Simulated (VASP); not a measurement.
Wanted: the native input for a VASP 6.6.1 run.

| Property | Result |
| --- | --- |
| Task | single point |
| Functional | PBE |
| Potentials or basis | VASP PAW PBE potentials, release 64 (Li_sv, Si) |
| Cutoff | 520 eV |
| k mesh | 6 × 6 × 6 |
| Occupations | gaussian, width 0.1 eV |
| Spin | no spin polarisation |
| Dipole correction | no |
| Further INCAR settings | ALGO = Normal; EDIFF = 1e-06; NBANDS = 18 |

The structure of LiSi4 lies in POSCAR:

```
LiSi4
1.0
    1.8999653790     -6.3759735518      0.0000000000
    1.8999653790      6.3759735518      0.0000000000
    0.0000000000      0.0000000000      3.8192165132
Li Si
1 4
Direct
    0.5000000000      0.5000000000      0.0000000000
    0.0895395403      0.9104604597      0.5000000000
    0.9104604597      0.0895395403      0.5000000000
    0.1935071885      0.8064928115      0.0000000000
    0.8064928115      0.1935071885      0.0000000000
```

One way to write it, as run:

INCAR

```
SYSTEM = LiSi4
  ALGO = Normal
  EDIFF = 1E-6
  ENCUT = 520
  GGA = PE
  ISIF = 2
  ISMEAR = 0
  LASPH = .True.
  LCHARG = .False.
  LREAL = .False.
  LWAVE = .False.
  NBANDS = 18
  NELM = 60
  PREC = Accurate
  SIGMA = 0.1
```

KPOINTS

```
k-points
0
Gamma
  6 6 6
  0 0 0
```

Potentials or basis: VASP PAW PBE potentials, release 64 (Li_sv, Si).

Command:

```bash
$ cat potpaw_PBE.64/Li_sv/POTCAR potpaw_PBE.64/Si/POTCAR > POTCAR
$ mpirun -np 1 vasp_std > vasp.out
```

Results of the run:

The largest force is 0.012 eV/Å.

It took 98 s on 1 thread of Intel(R) Xeon(R) Platinum 8559C (Emerald Rapids), on a shared host, peak memory 0.26 GiB.
